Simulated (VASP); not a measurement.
# Rh (Pm-3m) in VASP: further runs

Rh is run at these levels: PBE; tasks: single point.

All numbers are computed with VASP 6.6.1; they aren't measurements. Logs are shortened: lines on timing, memory, paths and dates and some standing lists are left out, and cuts for length are marked.

## 1. The cell of the first run

It takes space group Pm-3m (No. 221, cubic). Conventional cell: a = 3.688 Å, b = 3.688 Å, c = 3.688 Å, α = 90.00°, β = 90.00°, γ = 90.00°. Within 3.4 Å of Rh (site symmetry 4/mmm) lie 8 Rh at 2.61 Å.

## 2. Single point, PBE

File INCAR:

```
  ALGO = Normal
  EDIFF = 1E-6
  ENCUT = 520
  GGA = PE
  ISIF = 2
  ISMEAR = 0
  LASPH = True
  LCHARG = True
  LELF = True
  LREAL = False
  LVHAR = True
  LWAVE = False
  NBANDS = 30
  NELM = 100
  PREC = Accurate
  SIGMA = 0.1
```

File KPOINTS:

```
k-points
0
Gamma
  4 4 4
```

File POSCAR:

```
Rh
1.0
    3.6881927733      0.0000000000      0.0000000000
    0.0000000000      3.6881927733      0.0000000000
    0.0000000000      0.0000000000      3.6881927733
Rh
3
Direct
    0.0000000000      0.5000000000      0.5000000000
    0.5000000000      0.0000000000      0.5000000000
    0.5000000000      0.5000000000      0.0000000000
```

Potentials or basis: VASP PAW PBE potentials, release 64 (Rh_pv).

Command:

```
> cat potpaw_PBE.64/Rh_pv/POTCAR > POTCAR
> mpirun -np 1 vasp_std > vasp.out
```

OUTCAR:

```text
EDIFF = 1E-6
   ENCUT = 520
   GGA = PE
   ISIF = 2
   ISMEAR = 0
   LASPH = True
   LREAL = False
   NELM = 100
   PREC = Accurate

 ion  position               nearest neighbor table
   1  0.000  0.500  0.500-   2 2.61   3 2.61   3 2.61   2 2.61   2 2.61   3 2.61   3 2.61   2 2.61

   2  0.500  0.000  0.500-   1 2.61   3 2.61   3 2.61   1 2.61   3 2.61   3 2.61   1 2.61   1 2.61

   3  0.500  0.500  0.000-   1 2.61   2 2.61   1 2.61   2 2.61   2 2.61   2 2.61   1 2.61   1 2.61

  LATTYP: Found a simple cubic cell.
 ALAT       =     3.6881927733

  Lattice vectors:

 A1 = (   3.6881927733,   0.0000000000,   0.0000000000)
 A2 = (   0.0000000000,   3.6881927733,   0.0000000000)
 A3 = (   0.0000000000,   0.0000000000,   3.6881927733)

Analysis of symmetry for initial positions (statically):
=====================================================================
 Subroutine PRICEL returns:
 Original cell was already a primitive cell.

 Routine SETGRP: Setting up the symmetry group for a
 simple cubic supercell.

 Subroutine GETGRP returns: Found 48 space group operations
 (whereof 48 operations were pure point group operations)
 out of a pool of 48 trial point group operations.

The static configuration has the point symmetry O_h .

Analysis of symmetry for dynamics (positions and initial velocities):
=====================================================================
 Subroutine PRICEL returns:
 Original cell was already a primitive cell.

 Routine SETGRP: Setting up the symmetry group for a
 simple cubic supercell.

 Subroutine GETGRP returns: Found 48 space group operations
 (whereof 48 operations were pure point group operations)
 out of a pool of 48 trial point group operations.

The dynamic configuration has the point symmetry O_h .

 Subroutine INISYM returns: Found 48 space group operations
 (whereof 48 operations are pure point group operations),
 and found     1 'primitive' translations

----------------------------------------------------------------------------------------

                                     Primitive cell

  volume of cell :      50.1696

  direct lattice vectors                    reciprocal lattice vectors
     3.688192773  0.000000000  0.000000000     0.271135502  0.000000000  0.000000000
     0.000000000  3.688192773  0.000000000     0.000000000  0.271135502  0.000000000
     0.000000000  0.000000000  3.688192773     0.000000000  0.000000000  0.271135502

  length of vectors
     3.688192773  3.688192773  3.688192773     0.271135502  0.271135502  0.271135502

  position of ions in fractional coordinates (direct lattice)
     0.000000000  0.500000000  0.500000000
     0.500000000  0.000000000  0.500000000
     0.500000000  0.500000000  0.000000000

  ion indices of the primitive-cell ions
   primitive index   ion index
                 1           1
                 2           2
                 3           3

----------------------------------------------------------------------------------------

 KPOINTS: k-points

Automatic generation of k-mesh.
 Grid dimensions read from file:
 generate k-points for:    4    4    4

 Generating k-lattice:

  Cartesian coordinates                     Fractional coordinates (reciprocal lattice)
     0.067783876  0.000000000  0.000000000     0.250000000  0.000000000  0.000000000
     0.000000000  0.067783876  0.000000000     0.000000000  0.250000000  0.000000000
     0.000000000  0.000000000  0.067783876     0.000000000  0.000000000  0.250000000

  Length of vectors
     0.067783876  0.067783876  0.067783876

  Shift w.r.t. Gamma in fractional coordinates (k-lattice)
     0.000000000  0.000000000  0.000000000

 Subroutine IBZKPT returns following result:
 ===========================================

 Found     10 irreducible k-points:

 Following reciprocal coordinates:
            Coordinates               Weight
  0.000000  0.000000  0.000000      1.000000
  0.250000  0.000000  0.000000      6.000000
  0.500000  0.000000  0.000000      3.000000
  0.250000  0.250000  0.000000     12.000000
  0.500000  0.250000  0.000000     12.000000
  0.500000  0.500000  0.000000      3.000000
  0.250000  0.250000  0.250000      8.000000
  0.500000  0.250000  0.250000     12.000000
  0.500000  0.500000  0.250000      6.000000
  0.500000  0.500000  0.500000      1.000000
   k-points           NKPTS =     10   k-points in BZ     NKDIM =     10   number of bands    NBANDS=     30
   number of dos      NEDOS =    301   number of ions     NIONS =      3
   total plane-waves  NPLWV =  21952
   dimension x,y,z NGX =    28 NGY =   28 NGZ =   28
   dimension x,y,z NGXF=    56 NGYF=   56 NGZF=   56
   ions per type =               3
   NGX,Y,Z   is equivalent  to a cutoff of  12.62, 12.62, 12.62 a.u.
   NGXF,Y,Z  is equivalent  to a cutoff of  25.24, 25.24, 25.24 a.u.
 SYSTEM =  unknown system
   PREC   = accura    normal or accurate (medium, high low for compatibility)
   ISTART =      0    job   : 0-new  1-cont  2-samecut
   ICHARG =      2    charge: 1-file 2-atom 10-const
   ISPIN  =      1    spin polarized calculation?
   LNONCOLLINEAR =      F non collinear calculations
   LSORBIT =      F    spin-orbit coupling
   LASPH  =      T    aspherical Exc in radial PAW
   ENCUT  =  520.0 eV  38.22 Ry    6.18 a.u.   6.86  6.86  6.86*2*pi/ulx,y,z
   NELM   =    100;   NELMIN=  2; NELMDL= -5     # of ELM steps
   EDIFF  = 0.1E-05   stopping-criterion for ELM
   LREAL  =      F    real-space projection
   EDIFFG = 0.1E-04   stopping-criterion for IOM
   NSW    =      0    number of steps for IOM
   IBRION =     -1    ionic relax: 0-MD 1-quasi-New 2-CG
   NFREE  =      0    steps in history (QN), initial steepest desc. (CG)
   ISIF   =      2    stress and relaxation
   ISYM   =      2    0-nonsym 1-usesym 2-fastsym
   POTIM  = 0.5000    time-step for ionic-motion
   TEBEG  =    0.0;   TEEND  =   0.0 temperature during run
   PSTRESS=    0.0 pullay stress
   NELECT =      45.0000    total number of electrons
   NUPDOWN=      -1.0000    fix difference up-down
   EMIN   =  10.00;   EMAX   =-10.00  energy-range for DOS
   EFERMI =   0.00;   METHOD = LEGACY
   ISMEAR =     0;   SIGMA  =   0.10  broadening in eV -4-tet -1-fermi 0-gaus
   EFERMI_NEDOS =   21; number of points for ismear=-14 and -15
   IALGO  =     38    algorithm
   IMIX   =      4    mixing-type and parameters
     AMIX     =   0.40;   BMIX     =  1.00
     AMIX_MAG =   1.60;   BMIX_MAG =  1.00
  volume/ion in A,a.u.               =      16.72       112.85
  Fermi-wavevector in a.u.,A,eV,Ry     =   1.578818  2.983533 33.914782  2.492666
  Thomas-Fermi vector in A             =   2.679291
   LORBIT       =      0    0 simple, 1 ext, 2 COOP (PROOUT), +10 PAW based schemes
   GGA     = PE    functional components
   LHFCALC =     F    Hartree Fock is set to
   AEXX    =    0.0000 exact exchange contribution
   IVDW    =     0    specifies the selected vdW correction
   LEPSILON=     F    determine dielectric tensor
   LRPA    =     F    only Hartree local field effects (RPA)
 non-spin polarized calculation
 Gauss-broadening in eV      SIGMA  =   0.10
  energy-cutoff  :      520.00
  volume of cell :       50.17
 maximum number of plane-waves:      1376
 NGX is ok and might be reduce to    28
   NGX = 13   NGY = 13   NGZ = 13

 number of electron      44.9999960 magnetization

 Free energy of the ion-electron system (eV)
  ---------------------------------------------------
  ext. energy  EPLUGINS =         0.00000000
  ---------------------------------------------------
  free energy    TOTEN  =       -19.79982280 eV

  energy without entropy =      -19.77197044  energy(sigma->0) =      -19.78589662

 E-fermi :   8.6029     XC(G=0): -12.5612

 val. band max:        8.5914191566   @ k =   0.5000   0.2500   0.2500
 cond. band min:       8.6379273046   @ k =   0.5000   0.5000   0.2500
 fundamental gap:      0.0465081480
 Fermi energy:         8.6028772548

 k-point     1 :       0.0000    0.0000    0.0000
  band No.  band energies     occupation
      1     -38.0148      2.00000
      2     -38.0148      2.00000
      3     -38.0148      2.00000
      4     -37.4607      2.00000
      5     -37.4607      2.00000
      6     -37.4607      2.00000
[... 22 lines left out ...]
     29      21.3520      0.00000
     30      21.4605      0.00000

 k-point     2 :       0.2500    0.0000    0.0000
  band No.  band energies     occupation
      1     -37.9688      2.00000
      2     -37.9688      2.00000
      3     -37.9321      2.00000
      4     -37.4800      2.00000
      5     -37.4800      2.00000
      6     -37.4656      2.00000
[... 22 lines left out ...]
     29      20.5873      0.00000
     30      21.2858      0.00000

 k-point     3 :       0.5000    0.0000    0.0000
  band No.  band energies     occupation
      1     -37.9126      2.00000
      2     -37.9126      2.00000
      3     -37.7894      2.00000
      4     -37.5801      2.00000
      5     -37.5161      2.00000
      6     -37.5161      2.00000
[... 22 lines left out ...]
     29      19.9423      0.00000
     30      21.0275      0.00000

 k-point     4 :       0.2500    0.2500    0.0000
  band No.  band energies     occupation
      1     -38.0244      2.00000
      2     -37.9197      2.00000
      3     -37.7872      2.00000
      4     -37.6211      2.00000
      5     -37.4881      2.00000
      6     -37.4613      2.00000
[... 154 lines left out ...]
     29      17.7541      0.00000
     30      18.1906      0.00000

 k-point     9 :       0.5000    0.5000    0.2500
  band No.  band energies     occupation
      1     -38.2488      2.00000
      2     -37.8049      2.00000
      3     -37.7210      2.00000
      4     -37.7210      2.00000
      5     -37.6035      2.00000
      6     -37.4935      2.00000
[... 22 lines left out ...]
     29      19.3770      0.00000
     30      19.4065      0.00000

 k-point    10 :       0.5000    0.5000    0.5000
  band No.  band energies     occupation
      1     -38.3561      2.00000
      2     -37.8043      2.00000
      3     -37.8043      2.00000
      4     -37.8043      2.00000
      5     -37.4932      2.00000
      6     -37.4932      2.00000
[... 22 lines left out ...]
     29      17.7685      0.00000
     30      17.7685      0.00000

------------------------ aborting loop because EDIFF is reached ----------------------------------------

  FORCE on cell =-STRESS in cart. coord.  units (eV):
  Direction    XX          YY          ZZ          XY          YZ          ZX
  --------------------------------------------------------------------------------------
  -------------------------------------------------------------------------------------
  Total       -0.0941709     -0.0941709     -0.0941709      0.0000000      0.0000000      0.0000000
  in kB       -3.0073684     -3.0073684     -3.0073684      0.0000000      0.0000000      0.0000000
  external PRESSURE =      -3.0073684 kB  Pullay stress =       0.0000000 kB

 VOLUME and BASIS-vectors are now :
 -----------------------------------------------------------------------------
  energy-cutoff  :      520.00
  volume of cell :       50.17
      direct lattice vectors                 reciprocal lattice vectors
     3.688192773  0.000000000  0.000000000     0.271135502  0.000000000  0.000000000
     0.000000000  3.688192773  0.000000000     0.000000000  0.271135502  0.000000000
     0.000000000  0.000000000  3.688192773     0.000000000  0.000000000  0.271135502

 POSITION                                       TOTAL-FORCE (eV/Angst)
 -----------------------------------------------------------------------------------
      0.00000      1.84410      1.84410         0.000000      0.000000      0.000000
      1.84410      0.00000      1.84410         0.000000      0.000000      0.000000
      1.84410      1.84410      0.00000         0.000000      0.000000      0.000000
 -----------------------------------------------------------------------------------
    total drift:                                0.000000      0.000000      0.000000

  FREE ENERGIE OF THE ION-ELECTRON SYSTEM (eV)
  ---------------------------------------------------
  free  energy   TOTEN  =       -19.7998228046 eV

  energy  without entropy=      -19.7719704416  energy(sigma->0) =      -19.78589662
```

It took 17 s on 1 thread of Intel Xeon 6975P-C, shared host; peak memory 0.15 GiB.

Results:

```
Free energy : -19.7998 eV
Pressure    : -0.3 GPa
```

Levels at points of the mesh, in eV from the Fermi level:
| k point | band 18 | band 19 | band 20 | band 21 | band 22 | band 23 | band 24 | band 25 | band 26 | band 27 |
| --- | --- | --- | --- | --- | --- | --- | --- | --- | --- | --- |
| (0.00, 0.00, 0.00) | -0.72 | -0.72 | 0.33 | 0.33 | 1.50 | 1.86 | 1.86 | 1.86 | 5.30 | 5.30 |
| (0.50, 0.00, 0.00) | -2.39 | -1.32 | -1.13 | -0.77 | -0.58 | -0.58 | -0.34 | 0.47 | 1.87 | 9.93 |
| (0.50, 0.50, 0.00) | -2.26 | -2.26 | -1.33 | -1.33 | -1.22 | -0.55 | 0.09 | 1.01 | 3.00 | 4.64 |
| (0.50, 0.50, 0.50) | -1.00 | -1.00 | -0.02 | -0.02 | 1.34 | 1.45 | 1.45 | 1.45 | 2.96 | 2.96 |

Caveat: the k points lie up to 0.43 Å⁻¹ apart.

## 3. Single point, PBE

This run uses another cell than the first one, of 21.73 Å³/atom, 1.299 times its volume.

File INCAR:

```
PREC = Accurate
ENCUT = 520
EDIFF = 1E-6
ISMEAR = 0
SIGMA = 0.1
LREAL = F
LASPH = T
NELM = 60
ALGO = Normal
ISIF = 2
LWAVE = F
LCHARG = F
GGA = PE
NBANDS = 30
```

File KPOINTS:

```
regular mesh
0
Gamma
  4 4 4
```

File POSCAR:

```
Rh
1.0
    4.0245443000      0.0000000000      0.0000000000
    0.0000000000      4.0245443000      0.0000000000
    0.0000000000      0.0000000000      4.0245443000
Rh
3
Direct
    0.0000000000      0.5000000000      0.5000000000
    0.5000000000      0.0000000000      0.5000000000
    0.5000000000      0.5000000000      0.0000000000
```

Potentials or basis: VASP PAW PBE potentials, release 64 (Rh_pv).

Command:

```
> cat potpaw_PBE.64/Rh_pv/POTCAR > POTCAR
> mpirun -np 1 vasp_std > vasp.out
```

Run time: 21 s. Hardware: 1 thread of Intel Xeon 6975P-C, shared host; peak memory 0.17 GiB.

It converged, with:

```
Free energy : -18.2765 eV
Pressure    : -24.6 GPa
```

Levels at points of the mesh, in eV from the Fermi level:
| k point | band 20 | band 21 | band 22 | band 23 | band 24 | band 25 |
| --- | --- | --- | --- | --- | --- | --- |
| (0.00, 0.00, 0.00) | 0.20 | 0.20 | 0.95 | 1.19 | 1.19 | 1.19 |
| (0.50, 0.00, 0.00) | -0.72 | -0.51 | -0.37 | -0.37 | -0.22 | 0.29 |
| (0.50, 0.50, 0.00) | -0.86 | -0.86 | -0.80 | -0.36 | 0.05 | 0.75 |
| (0.50, 0.50, 0.50) | -0.01 | -0.01 | 0.92 | 0.92 | 0.92 | 1.37 |

Caveat: the k points lie up to 0.39 Å⁻¹ apart.
